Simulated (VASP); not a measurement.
# Cu3Te in VASP: notebook

The runs below take Cu3Te through single point, with r2SCAN.

All numbers are computed with VASP 6.6.1; they aren't measurements. Logs are shortened: lines on timing, memory, paths and dates and some standing lists are left out, and cuts for length are marked.

## Step 1: The cell of the first run

It takes space group P4/mmm (No. 123, tetragonal). The conventional cell has a = 3.973 Å, b = 3.973 Å, c = 3.947 Å, α = 90.00°, β = 90.00°, γ = 90.00°. Cu (site symmetry mmm) has 8 Cu at 2.80 to 2.81 Å and 4 Te at 2.80 Å within 3.7 Å. Cu (site symmetry 4/mmm) has 8 Cu at 2.80 Å and 4 Te at 2.81 Å within 3.7 Å. Te (site symmetry 4/mmm) has 12 Cu at 2.80 to 2.81 Å within 3.7 Å.

## Step 2: Single point, r2SCAN

The input, POSCAR:

```
Cu3Te
1.0
    3.9729730800      0.0000000000      0.0000000000
    0.0000000000      3.9729730800      0.0000000000
    0.0000000000      0.0000000000      3.9466620000
Cu Te
3 1
Direct
    0.0000000000      0.5000000000      0.5000000000
    0.5000000000      0.0000000000      0.5000000000
    0.5000000000      0.5000000000      0.0000000000
    0.0000000000      0.0000000000      0.0000000000
```

The input, INCAR.step1:

```
SYSTEM = Cu3Te
ALGO = Normal
EDIFF = 1E-4
ENCUT = 520
GGA = PE
ISMEAR = -1
LASPH = .True.
LCHARG = .False.
LREAL = .False.
LWAVE = .True.
NBANDS = 28
NELM = 100
PREC = Accurate
SIGMA = 0.1
```

The input, INCAR.step2:

```
SYSTEM = Cu3Te
ALGO = Normal
EDIFF = 1E-6
ENCUT = 520
ISIF = 2
ISMEAR = -1
ISTART = 1
LASPH = .True.
LCHARG = .True.
LELF = .True.
LMIXTAU = .True.
LREAL = .False.
LVHAR = .True.
LWAVE = .False.
METAGGA = R2SCAN
NBANDS = 28
NELM = 100
PREC = Accurate
SIGMA = 0.1
```

The input, KPOINTS:

```
k-points
0
Gamma
  6 6 6
  0 0 0
```

Potentials or basis: VASP PAW PBE potentials, release 64 (Cu, Te).

On the command line:

```console
> cat potpaw_PBE.64/Cu/POTCAR potpaw_PBE.64/Te/POTCAR > POTCAR
> cp INCAR.step1 INCAR
> mpirun -np 1 vasp_std > vasp.out
> cp INCAR.step2 INCAR
> mpirun -np 1 vasp_std > vasp.out
```

OUTCAR:

```text
SYSTEM = Cu3Te
   EDIFF = 1E-6
   ENCUT = 520
   ISIF = 2
   ISMEAR = -1
   ISTART = 1
   LASPH = .True.
   LREAL = .False.
   METAGGA = R2SCAN
   NELM = 100
   PREC = Accurate

 ion  position               nearest neighbor table
   1  0.000  0.500  0.500-   4 2.80   4 2.80   4 2.80   4 2.80
   2  0.500  0.000  0.500-   4 2.80   4 2.80   4 2.80   4 2.80
   3  0.500  0.500  0.000-   4 2.81   4 2.81   4 2.81   4 2.81
   4  0.000  0.000  0.000-   1 2.80   2 2.80   1 2.80   2 2.80   1 2.80   1 2.80   2 2.80   2 2.80
                             3 2.81   3 2.81   3 2.81   3 2.81

  LATTYP: Found a simple tetragonal cell.
 ALAT       =     3.9729730800
 C/A-ratio  =     0.9933774834

  Lattice vectors:

 A1 = (   3.9729730800,   0.0000000000,   0.0000000000)
 A2 = (   0.0000000000,   3.9729730800,   0.0000000000)
 A3 = (   0.0000000000,   0.0000000000,   3.9466620000)

Analysis of symmetry for initial positions (statically):
=====================================================================
 Subroutine PRICEL returns:
 Original cell was already a primitive cell.

 Routine SETGRP: Setting up the symmetry group for a
 simple tetragonal supercell.

 Subroutine GETGRP returns: Found 16 space group operations
 (whereof 16 operations were pure point group operations)
 out of a pool of 16 trial point group operations.

The static configuration has the point symmetry D_4h.

Analysis of symmetry for dynamics (positions and initial velocities):
=====================================================================
 Subroutine PRICEL returns:
 Original cell was already a primitive cell.

 Routine SETGRP: Setting up the symmetry group for a
 simple tetragonal supercell.

 Subroutine GETGRP returns: Found 16 space group operations
 (whereof 16 operations were pure point group operations)
 out of a pool of 16 trial point group operations.

The dynamic configuration has the point symmetry D_4h.

 Subroutine INISYM returns: Found 16 space group operations
 (whereof 16 operations are pure point group operations),
 and found     1 'primitive' translations

----------------------------------------------------------------------------------------

                                     Primitive cell

  volume of cell :      62.2961

  direct lattice vectors                    reciprocal lattice vectors
     3.972973080  0.000000000  0.000000000     0.251700673  0.000000000  0.000000000
     0.000000000  3.972973080  0.000000000     0.000000000  0.251700673  0.000000000
     0.000000000  0.000000000  3.946662000     0.000000000  0.000000000  0.253378678

  length of vectors
     3.972973080  3.972973080  3.946662000     0.251700673  0.251700673  0.253378678

  position of ions in fractional coordinates (direct lattice)
     0.000000000  0.500000000  0.500000000
     0.500000000  0.000000000  0.500000000
     0.500000000  0.500000000  0.000000000
     0.000000000  0.000000000  0.000000000

  ion indices of the primitive-cell ions
   primitive index   ion index
                 1           1
                 2           2
                 3           3
                 4           4

----------------------------------------------------------------------------------------

 KPOINTS: k-points

Automatic generation of k-mesh.
 Grid dimensions read from file:
 generate k-points for:    6    6    6

 Generating k-lattice:

  Cartesian coordinates                     Fractional coordinates (reciprocal lattice)
     0.041950112  0.000000000  0.000000000     0.166666667  0.000000000  0.000000000
     0.000000000  0.041950112  0.000000000     0.000000000  0.166666667  0.000000000
     0.000000000  0.000000000  0.042229780     0.000000000  0.000000000  0.166666667

  Length of vectors
     0.041950112  0.041950112  0.042229780

  Shift w.r.t. Gamma in fractional coordinates (k-lattice)
     0.000000000  0.000000000  0.000000000

 Subroutine IBZKPT returns following result:
 ===========================================

 Found     40 irreducible k-points:

 Following reciprocal coordinates:
            Coordinates               Weight
  0.000000  0.000000  0.000000      1.000000
  0.166667  0.000000  0.000000      4.000000
  0.333333  0.000000  0.000000      4.000000
  0.500000  0.000000  0.000000      2.000000
  0.166667  0.166667  0.000000      4.000000
  0.333333  0.166667  0.000000      8.000000
[... 16 lines left out ...]
  0.333333  0.000000  0.333333      8.000000
  0.500000  0.000000  0.333333      4.000000
 [... further k-points ...]
   k-points           NKPTS =     40   k-points in BZ     NKDIM =     40   number of bands    NBANDS=     28
   number of dos      NEDOS =    301   number of ions     NIONS =      4
   total plane-waves  NPLWV =  27000
   dimension x,y,z NGX =    30 NGY =   30 NGZ =   30
   dimension x,y,z NGXF=    60 NGYF=   60 NGZF=   60
   ions per type =               3   1
   NGX,Y,Z   is equivalent  to a cutoff of  12.55, 12.55, 12.64 a.u.
   NGXF,Y,Z  is equivalent  to a cutoff of  25.11, 25.11, 25.27 a.u.
 SYSTEM =  Cu3Te
   PREC   = accura    normal or accurate (medium, high low for compatibility)
   ISTART =      1    job   : 0-new  1-cont  2-samecut
   ICHARG =      0    charge: 1-file 2-atom 10-const
   ISPIN  =      1    spin polarized calculation?
   LNONCOLLINEAR =      F non collinear calculations
   LSORBIT =      F    spin-orbit coupling
   LASPH  =      T    aspherical Exc in radial PAW
   ENCUT  =  520.0 eV  38.22 Ry    6.18 a.u.   7.39  7.39  7.34*2*pi/ulx,y,z
   NELM   =    100;   NELMIN=  2; NELMDL=  0     # of ELM steps
   EDIFF  = 0.1E-05   stopping-criterion for ELM
   LREAL  =      F    real-space projection
   EDIFFG = 0.1E-04   stopping-criterion for IOM
   NSW    =      0    number of steps for IOM
   IBRION =     -1    ionic relax: 0-MD 1-quasi-New 2-CG
   NFREE  =      0    steps in history (QN), initial steepest desc. (CG)
   ISIF   =      2    stress and relaxation
   ISYM   =      2    0-nonsym 1-usesym 2-fastsym
   POTIM  = 0.5000    time-step for ionic-motion
   TEBEG  =    0.0;   TEEND  =   0.0 temperature during run
   PSTRESS=    0.0 pullay stress
   NELECT =      39.0000    total number of electrons
   NUPDOWN=      -1.0000    fix difference up-down
   EMIN   =  10.00;   EMAX   =-10.00  energy-range for DOS
   EFERMI =   0.00;   METHOD = LEGACY
   ISMEAR =    -1;   SIGMA  =   0.10  broadening in eV -4-tet -1-fermi 0-gaus
   EFERMI_NEDOS =   21; number of points for ismear=-14 and -15
   IALGO  =     38    algorithm
   IMIX   =      4    mixing-type and parameters
     AMIX     =   0.40;   BMIX     =  1.00
     AMIX_MAG =   1.60;   BMIX_MAG =  1.00
  volume/ion in A,a.u.               =      15.57       105.10
  Fermi-wavevector in a.u.,A,eV,Ry     =   1.400477  2.646518 26.685593  1.961336
  Thomas-Fermi vector in A             =   2.523434
   LORBIT       =      0    0 simple, 1 ext, 2 COOP (PROOUT), +10 PAW based schemes
   METAGGA = R2SCAN    functional components
   LHFCALC =     F    Hartree Fock is set to
   AEXX    =    0.0000 exact exchange contribution
   IVDW    =     0    specifies the selected vdW correction
   LEPSILON=     F    determine dielectric tensor
   LRPA    =     F    only Hartree local field effects (RPA)
 non-spin polarized calculation
  energy-cutoff  :      520.00
  volume of cell :       62.30
 maximum number of plane-waves:      1727
 NGX is ok and might be reduce to    30
   NGX = 15   NGY = 15   NGZ = 15

 number of electron      39.0000100 magnetization

 Free energy of the ion-electron system (eV)
  ---------------------------------------------------
  ext. energy  EPLUGINS =         0.00000000
  ---------------------------------------------------
  free energy    TOTEN  =       -57.19036968 eV

  energy without entropy =      -57.16680959  energy(sigma->0) =      -57.17858963

 E-fermi :   8.6839     XC(G=0): -12.4809

 val. band max:        8.4461246387   @ k =   0.3333   0.3333   0.0000
 cond. band min:       8.7010222784   @ k =   0.1667   0.1667   0.5000
 fundamental gap:      0.2548976396
 Fermi energy:         8.6839076333

 k-point     1 :       0.0000    0.0000    0.0000
  band No.  band energies     occupation
      1      -5.8222      2.00000
      2       3.4160      2.00000
      3       4.3002      2.00000
      4       4.3078      2.00000
      5       4.5488      2.00000
      6       4.5522      2.00000
[... 20 lines left out ...]
     27      17.6075      0.00000
     28      17.6548      0.00000

 k-point     2 :       0.1667    0.0000    0.0000
  band No.  band energies     occupation
      1      -5.6385      2.00000
      2       2.5765      2.00000
      3       3.8334      2.00000
      4       4.1634      2.00000
      5       4.1972      2.00000
      6       4.4371      2.00000
[... 20 lines left out ...]
     27      17.0917      0.00000
     28      17.0972      0.00000

 k-point     3 :       0.3333    0.0000    0.0000
  band No.  band energies     occupation
      1      -5.1958      2.00000
      2       0.8524      2.00000
      3       3.7975      2.00000
      4       3.8297      2.00000
      5       4.1098      2.00000
      6       4.7033      2.00000
[... 20 lines left out ...]
     27      17.7934      0.00000
     28      17.7968      0.00000

 k-point     4 :       0.5000    0.0000    0.0000
  band No.  band energies     occupation
      1      -4.9145      2.00000
      2       0.0907      2.00000
      3       3.6693      2.00000
      4       3.6997      2.00000
      5       4.3101      2.00000
      6       4.7718      2.00000
[... 578 lines left out ...]
     27      16.7667      0.00000
     28      17.1771      0.00000

 k-point    23 :       0.3333    0.0000    0.3333
  band No.  band energies     occupation
      1      -4.6394      2.00000
      2       1.3589      2.00000
      3       1.7874      2.00000
      4       3.6022      2.00000
      5       4.4170      2.00000
      6       4.7869      2.00000
[... 20 lines left out ...]
     27      17.2044      0.00000
     28      17.9361      0.00000

 k-point    24 :       0.5000    0.0000    0.3333
  band No.  band energies     occupation
      1      -4.4099      2.00000
      2       0.9148      2.00000
      3       1.8897      2.00000
      4       3.5488      2.00000
      5       4.4710      2.00000
      6       4.8633      2.00000
[... 20 lines left out ...]
     27      16.9376      0.00000
     28      17.4745      0.00000

 [... further k-points ...]

------------------------ aborting loop because EDIFF is reached ----------------------------------------

  FORCE on cell =-STRESS in cart. coord.  units (eV):
  Direction    XX          YY          ZZ          XY          YZ          ZX
  --------------------------------------------------------------------------------------
  -------------------------------------------------------------------------------------
  Total       -1.3646150     -1.3646150     -1.1508282      0.0000000      0.0000000      0.0000000
  in kB      -35.0961566    -35.0961566    -29.5978321      0.0000000      0.0000000      0.0000000
  external PRESSURE =     -33.2633818 kB  Pullay stress =       0.0000000 kB

 VOLUME and BASIS-vectors are now :
 -----------------------------------------------------------------------------
  energy-cutoff  :      520.00
  volume of cell :       62.30
      direct lattice vectors                 reciprocal lattice vectors
     3.972973080  0.000000000  0.000000000     0.251700673  0.000000000  0.000000000
     0.000000000  3.972973080  0.000000000     0.000000000  0.251700673  0.000000000
     0.000000000  0.000000000  3.946662000     0.000000000  0.000000000  0.253378678

 POSITION                                       TOTAL-FORCE (eV/Angst)
 -----------------------------------------------------------------------------------
      0.00000      1.98649      1.97333         0.000000      0.000000      0.000000
      1.98649      0.00000      1.97333         0.000000      0.000000      0.000000
      1.98649      1.98649      0.00000         0.000000      0.000000      0.000000
      0.00000      0.00000      0.00000         0.000000      0.000000      0.000000
 -----------------------------------------------------------------------------------
    total drift:                                0.000000      0.000000     -0.000000

  FREE ENERGIE OF THE ION-ELECTRON SYSTEM (eV)
  ---------------------------------------------------
  free  energy   TOTEN  =       -57.1903696782 eV

  energy  without entropy=      -57.1668095853  energy(sigma->0) =      -57.17858963
```

It took 1.9 min on 1 thread of Intel Xeon 6975P-C (Granite Rapids), shared host; peak memory 0.2 GiB.

What came out:

* Free energy: -57.1904 eV
* Pressure: -3.3 GPa

Caveat: the PAW data sets were made with another functional, which shifts forces and pressure a little; spin-orbit coupling is left out, which moves the levels of the heavy elements.

## Step 3: Single point, r2SCAN

This run uses another cell than the first one, of 15.37 Å³/atom, 0.987 times its volume.

Changes to POSCAR since step 2:

```diff
@@ -2,4 +2,4 @@
 1.0
-    3.9729730800      0.0000000000      0.0000000000
-    0.0000000000      3.9729730800      0.0000000000
+    3.9466620000      0.0000000000      0.0000000000
+    0.0000000000      3.9466620000      0.0000000000
     0.0000000000      0.0000000000      3.9466620000
```

The input, INCAR.step1:

```
  PREC = Accurate
  ENCUT = 520
  ISMEAR = -1
  SIGMA = 0.1
  LREAL = F
  LASPH = T
  NELM = 100
  NBANDS = 28
  GGA = PE
  ALGO = Normal
  EDIFF = 1E-4
  LWAVE = T
  LCHARG = F
```

The input, INCAR.step2:

```
  PREC = Accurate
  ENCUT = 520
  EDIFF = 1E-6
  ISMEAR = -1
  SIGMA = 0.1
  LREAL = F
  LASPH = T
  NELM = 100
  ALGO = Normal
  ISIF = 2
  LWAVE = F
  LCHARG = F
  METAGGA = R2SCAN
  LMIXTAU = T
  NBANDS = 28
  ISTART = 1
```

The input, KPOINTS:

```
regular mesh
0
Gamma
  6 6 6
```

Potentials or basis: VASP PAW PBE potentials, release 64 (Cu, Te).

On the command line:

```console
> cat potpaw_PBE.64/Cu/POTCAR potpaw_PBE.64/Te/POTCAR > POTCAR
> cp INCAR.step1 INCAR
> mpirun -np 1 vasp_std > vasp.out
> cp INCAR.step2 INCAR
> mpirun -np 1 vasp_std > vasp.out
```

Wall time 60 s (1 thread of Intel Xeon 6975P-C (Granite Rapids), shared host); peak memory 0.18 GiB.

The run converged. Its results:

```yaml
Free_energy: -57.2044 eV
Pressure: -2.2 GPa
```

Levels at points of the mesh, in eV from the Fermi level:
```csv
k point,band 15,band 16,band 17,band 18,band 19,band 20,band 21,band 22,band 23,band 24
"(0.00, 0.00, 0.00)",-2.74,-2.53,-2.37,-2.37,-2.37,-1.12,2.82,2.82,6.33,6.33
"(0.50, 0.00, 0.00)",-2.99,-2.70,-2.37,-0.62,-0.62,0.15,2.75,2.75,3.08,3.54
"(0.50, 0.50, 0.00)",-2.99,-2.97,-2.86,-2.10,-2.10,0.65,2.75,4.91,4.91,5.27
"(0.50, 0.50, 0.50)",-3.02,-2.62,-2.49,-2.49,-2.49,-1.70,0.47,0.47,0.47,11.40
```

Caveat: the PAW data sets were made with another functional, which shifts forces and pressure a little; spin-orbit coupling is left out, which moves the levels of the heavy elements.

(Continued in part 2 of 2.)
